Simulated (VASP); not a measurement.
# SrTe (Fm-3m) in VASP: further runs

The runs below take SrTe through single point, relaxation of cell and atoms, with PBE.

All numbers are computed with VASP 6.6.1; they aren't measurements. Logs are shortened: lines on timing, memory, paths and dates and some standing lists are left out, and cuts for length are marked.

## Step 1: The cell of the first run

Symmetry: Fm-3m, No. 225, cubic system. Conventional cell: a = 6.719 Å, b = 6.719 Å, c = 6.719 Å, α = 90.00°, β = 90.00°, γ = 90.00°. Within 4.4 Å of Sr (site symmetry m-3m) lie 6 Te at 3.36 Å. Te (site symmetry m-3m) has 6 Sr at 3.36 Å within 4.4 Å.

## Step 2: Single point, PBE

INCAR reads:

```
SYSTEM = SrTe
PREC = Accurate
ENCUT = 500
EDIFF = 1E-6
ISMEAR = 0
SIGMA = 0.02
LREAL = .FALSE.
LASPH = .TRUE.
NELM = 120
ALGO = Normal
ISIF = 2
LWAVE = .FALSE.
LCHARG = .FALSE.
GGA = PE
NBANDS = 42
GGA_COMPAT = .FALSE.
```

KPOINTS reads:

```
regular mesh
0
G
  6 6 6
  0 0 0
```

POSCAR reads:

```
SrTe
1.0
    6.7188884341      0.0000000000      0.0000000000
    0.0000000000     -6.7188884341      0.0000000000
    0.0000000000      0.0000000000     -6.7188884341
Sr Te
4 4
Direct
    0.5000000000      0.0000000000      0.0000000000
    0.0000000000      0.5000000000      0.0000000000
    0.0000000000      0.0000000000      0.5000000000
    0.5000000000      0.5000000000      0.5000000000
    0.0000000000      0.0000000000      0.0000000000
    0.5000000000      0.5000000000      0.0000000000
    0.5000000000      0.0000000000      0.5000000000
    0.0000000000      0.5000000000      0.5000000000
```

Potentials or basis: VASP PAW PBE potentials, release 64 (Sr_sv, Te).

Launch:

```console
cat potpaw_PBE.64/Sr_sv/POTCAR potpaw_PBE.64/Te/POTCAR > POTCAR
mpirun -np 1 vasp_std > vasp.out
```

OUTCAR:

```text
SYSTEM = SrTe
   PREC = Accurate
   ENCUT = 500
   EDIFF = 1E-6
   ISMEAR = 0
   LREAL = .FALSE.
   LASPH = .TRUE.
   NELM = 120
   ISIF = 2
   GGA = PE

 ion  position               nearest neighbor table
   1  0.500  0.000  0.000-   5 3.36   6 3.36   7 3.36   7 3.36   6 3.36   5 3.36   3 4.75   4 4.75
                             2 4.75   2 4.75   4 4.75   3 4.75   4 4.75   2 4.75   3 4.75   4 4.75
   2  0.000  0.500  0.000-   5 3.36   6 3.36   8 3.36   8 3.36   5 3.36   6 3.36   3 4.75   4 4.75
                             1 4.75   1 4.75   3 4.75   3 4.75   3 4.75   1 4.75   4 4.75   4 4.75
   3  0.000  0.000  0.500-   5 3.36   7 3.36   8 3.36   5 3.36   8 3.36   7 3.36   1 4.75   2 4.75
                             1 4.75   2 4.75   4 4.75   2 4.75   2 4.75   1 4.75   4 4.75   4 4.75
   4  0.500  0.500  0.500-   6 3.36   7 3.36   8 3.36   6 3.36   7 3.36   8 3.36   1 4.75   2 4.75
                             1 4.75   1 4.75   3 4.75   2 4.75   1 4.75   2 4.75   3 4.75   3 4.75
   5  0.000  0.000  0.000-   1 3.36   2 3.36   3 3.36   3 3.36   2 3.36   1 3.36
   6  0.500  0.500  0.000-   1 3.36   2 3.36   4 3.36   4 3.36   1 3.36   2 3.36
   7  0.500  0.000  0.500-   1 3.36   3 3.36   4 3.36   1 3.36   4 3.36   3 3.36
   8  0.000  0.500  0.500-   2 3.36   3 3.36   4 3.36   2 3.36   3 3.36   4 3.36

  LATTYP: Found a simple cubic cell.
 ALAT       =     6.7188884341

  Lattice vectors:

 A1 = (   6.7188884341,   0.0000000000,   0.0000000000)
 A2 = (   0.0000000000,  -6.7188884341,   0.0000000000)
 A3 = (   0.0000000000,   0.0000000000,  -6.7188884341)

Analysis of symmetry for initial positions (statically):
=====================================================================
 Subroutine PRICEL returns following result:

  LATTYP: Found a face centered cubic cell.
 ALAT       =     6.7188884341

  Lattice vectors:

 A1 = (   3.3594442171,   3.3594442171,   0.0000000000)
 A2 = (   3.3594442171,   0.0000000000,  -3.3594442170)
 A3 = (   0.0000000000,   3.3594442171,  -3.3594442171)

   4 primitive cells build up your supercell.

 Routine SETGRP: Setting up the symmetry group for a
 simple cubic supercell.

 Subroutine GETGRP returns: Found 48 space group operations
 (whereof 48 operations were pure point group operations)
 out of a pool of 48 trial point group operations.

The static configuration has the point symmetry O_h .

Analysis of symmetry for dynamics (positions and initial velocities):
=====================================================================
 Subroutine PRICEL returns following result:

  LATTYP: Found a face centered cubic cell.
 ALAT       =     6.7188884341

  Lattice vectors:

 A1 = (   3.3594442171,   3.3594442171,   0.0000000000)
 A2 = (   3.3594442171,   0.0000000000,  -3.3594442170)
[... 117 lines left out ...]
   NELECT =      64.0000    total number of electrons
   NUPDOWN=      -1.0000    fix difference up-down
   EMIN   =  10.00;   EMAX   =-10.00  energy-range for DOS
   EFERMI =   0.00;   METHOD = LEGACY
   ISMEAR =     0;   SIGMA  =   0.02  broadening in eV -4-tet -1-fermi 0-gaus
   EFERMI_NEDOS =   21; number of points for ismear=-14 and -15
   IALGO  =     38    algorithm
   IMIX   =      4    mixing-type and parameters
     AMIX     =   0.40;   BMIX     =  1.00
     AMIX_MAG =   1.60;   BMIX_MAG =  1.00
  volume/ion in A,a.u.               =      37.91       255.86
  Fermi-wavevector in a.u.,A,eV,Ry     =   0.974625  1.841774 12.924082  0.949893
  Thomas-Fermi vector in A             =   2.105099
   LORBIT       =      0    0 simple, 1 ext, 2 COOP (PROOUT), +10 PAW based schemes
   GGA     = PE    functional components
   LHFCALC =     F    Hartree Fock is set to
   AEXX    =    0.0000 exact exchange contribution
   IVDW    =     0    specifies the selected vdW correction
   LEPSILON=     F    determine dielectric tensor
   LRPA    =     F    only Hartree local field effects (RPA)
 non-spin polarized calculation
 Gauss-broadening in eV      SIGMA  =   0.02
  energy-cutoff  :      500.00
  volume of cell :      303.31
 maximum number of plane-waves:      7809
 NGX is ok and might be reduce to    50
   NGX = 25   NGY = 25   NGZ = 25

 number of electron      64.0000003 magnetization

 Free energy of the ion-electron system (eV)
  ---------------------------------------------------
  ext. energy  EPLUGINS =         0.00000000
  ---------------------------------------------------
  free energy    TOTEN  =       -33.07509703 eV

  energy without entropy =      -33.07509703  energy(sigma->0) =      -33.07509703

 E-fermi :   2.7907     XC(G=0):  -8.4124

 val. band max:        2.6673755218   @ k =   0.0000   0.0000   0.0000
 cond. band min:       4.4282356425   @ k =   0.0000   0.0000   0.0000
 fundamental gap:      1.7608601207
 Fermi energy:         2.7907388118

 k-point     1 :       0.0000    0.0000    0.0000
  band No.  band energies     occupation
      1     -32.0806      2.00000
      2     -32.0756      2.00000
      3     -32.0756      2.00000
      4     -32.0756      2.00000
      5     -14.1414      2.00000
      6     -14.1414      2.00000
[... 889 lines left out ...]
     41       7.9626      0.00000
     42       7.9626      0.00000

------------------------ aborting loop because EDIFF is reached ----------------------------------------

  FORCE on cell =-STRESS in cart. coord.  units (eV):
  Direction    XX          YY          ZZ          XY          YZ          ZX
  --------------------------------------------------------------------------------------
  -------------------------------------------------------------------------------------
  Total        0.1480407      0.1480407      0.1480407     -0.0000000     -0.0000000     -0.0000000
  in kB        0.7819868      0.7819868      0.7819868     -0.0000000     -0.0000000     -0.0000000
  external PRESSURE =       0.7819868 kB  Pullay stress =       0.0000000 kB

 VOLUME and BASIS-vectors are now :
 -----------------------------------------------------------------------------
  energy-cutoff  :      500.00
  volume of cell :      303.31
      direct lattice vectors                 reciprocal lattice vectors
     6.718888434  0.000000000  0.000000000     0.148834143  0.000000000  0.000000000
     0.000000000 -6.718888434  0.000000000     0.000000000 -0.148834143  0.000000000
     0.000000000  0.000000000 -6.718888434     0.000000000  0.000000000 -0.148834143

 POSITION                                       TOTAL-FORCE (eV/Angst)
 -----------------------------------------------------------------------------------
      3.35944      0.00000      0.00000         0.000000     -0.000000     -0.000000
      0.00000     -3.35944      0.00000         0.000000     -0.000000     -0.000000
      0.00000      0.00000     -3.35944        -0.000000      0.000000     -0.000000
      3.35944     -3.35944     -3.35944        -0.000000      0.000000      0.000000
      0.00000      0.00000      0.00000        -0.000000      0.000000      0.000000
      3.35944     -3.35944      0.00000        -0.000000     -0.000000      0.000000
      3.35944      0.00000     -3.35944        -0.000000     -0.000000      0.000000
      0.00000     -3.35944     -3.35944         0.000000      0.000000      0.000000
 -----------------------------------------------------------------------------------
    total drift:                                0.000000     -0.000000      0.000000

  FREE ENERGIE OF THE ION-ELECTRON SYSTEM (eV)
  ---------------------------------------------------
  free  energy   TOTEN  =       -33.0750970332 eV

  energy  without entropy=      -33.0750970332  energy(sigma->0) =      -33.07509703
```

stdout:

```text
POSCAR found type information on POSCAR SrTe
 POSCAR found :  2 types and       8 ions
 scaLAPACK will be used
 LDA part: xc-table for (Slater+PW92), standard interpolation
 POSCAR, INCAR and KPOINTS ok, starting setup
 FFT: planning ... GRIDC
 FFT: planning ... GRID_SOFT
 FFT: planning ... GRID
 WAVECAR not read
 entering main loop
```

It took 3.7 min on 1 thread of Intel Xeon 6975P-C (Granite Rapids), shared host; peak memory 0.44 GiB.

What came out:

| Item | Value |
| --- | --- |
| Free energy | -33.0751 eV |
| Pressure | 0.1 GPa |
| Band gap on the k mesh | 1.76 eV |

Caveat: spin-orbit coupling is left out, which moves the levels of the heavy elements. A k mesh can miss the band edges.

## Step 3: Relaxation of cell and atoms, PBE

INCAR reads:

```
SYSTEM = SrTe
ALGO = Normal ; EDIFF = 1E-7
EDIFFG = -0.015 ; ENCUT = 500
GGA = PE ; GGA_COMPAT = .False.
IBRION = 2 ; ISIF = 3
ISMEAR = 0 ; LASPH = .True.
LCHARG = .False. ; LREAL = .False.
LWAVE = .False. ; NELM = 120
NELMIN = 4 ; NSW = 80
PREC = Accurate ; SIGMA = 0.02
```

KPOINTS reads:

```
k-points
0
Gamma
  6 6 6
  0 0 0
```

POSCAR is that of step 2.

Potentials or basis: VASP PAW PBE potentials, release 64 (Sr_sv, Te).

Launch:

```console
cat potpaw_PBE.64/Sr_sv/POTCAR potpaw_PBE.64/Te/POTCAR > POTCAR
mpirun -np 1 vasp_std > vasp.out
```

It took 5.5 min on 1 thread of Intel Xeon 6975P-C (Granite Rapids), shared host; peak memory 0.46 GiB.

Results (log left out):

```
Free energy                           : -33.0753 eV
Relaxed volume                        : 38.02 Å³/atom
Relaxed cell                          : a = 6.725 Å, b = 6.725 Å, c = 6.725 Å, α = 90.00°, β = 90.00°, γ = 90.00°
Space group after relaxing (to 0.1 Å) : Fm-3m (No. 225)
Energy gained by relaxing             : 0.0 meV/atom
Ionic steps                           : 2
Pressure after relaxing               : 0.0 GPa
Band gap on the k mesh                : 1.77 eV
```

Step by step:
| step | energy change (eV) | largest force (eV/Å) | pressure (GPa) | volume (Å³) |
| --- | --- | --- | --- | --- |
| 1 | 0.0000 | 0.0000 | 0.08 | 303.31 |
| 2 | -0.0002 | 0.0000 | -0.01 | 304.14 |

Final structure:
```
Sr Te
1.0
     6.72497    0.00000    0.00000
     0.00000   -6.72497    0.00000
     0.00000    0.00000   -6.72497
Sr Te
4 4
Direct
  0.50000 0.00000 0.00000
  0.00000 0.50000 0.00000
  0.00000 0.00000 0.50000
  0.50000 0.50000 0.50000
  0.00000 0.00000 0.00000
  0.50000 0.50000 0.00000
  0.50000 0.00000 0.50000
  0.00000 0.50000 0.50000
```

Levels at points of the mesh, in eV from the valence-band top:
```tsv
k point	band 28	band 29	band 30	band 31	band 32	band 33	band 34	band 35	band 36	band 37
(0.00, 0.00, 0.00)	-0.72	-0.72	0.00	0.00	0.00	1.77	1.77	1.77	2.73	3.30
(0.50, 0.00, 0.00)	-1.46	-0.48	-0.48	-0.48	-0.48	2.37	2.37	3.79	3.79	3.92
(0.50, 0.50, 0.00)	-1.17	-1.00	-1.00	-1.00	-1.00	4.25	4.25	4.25	4.25	4.48
(0.50, 0.50, 0.50)	-1.05	-1.05	-1.05	-1.05	-1.05	3.84	3.84	3.84	3.84	5.11
```

Caveat: spin-orbit coupling is left out, which moves the levels of the heavy elements.
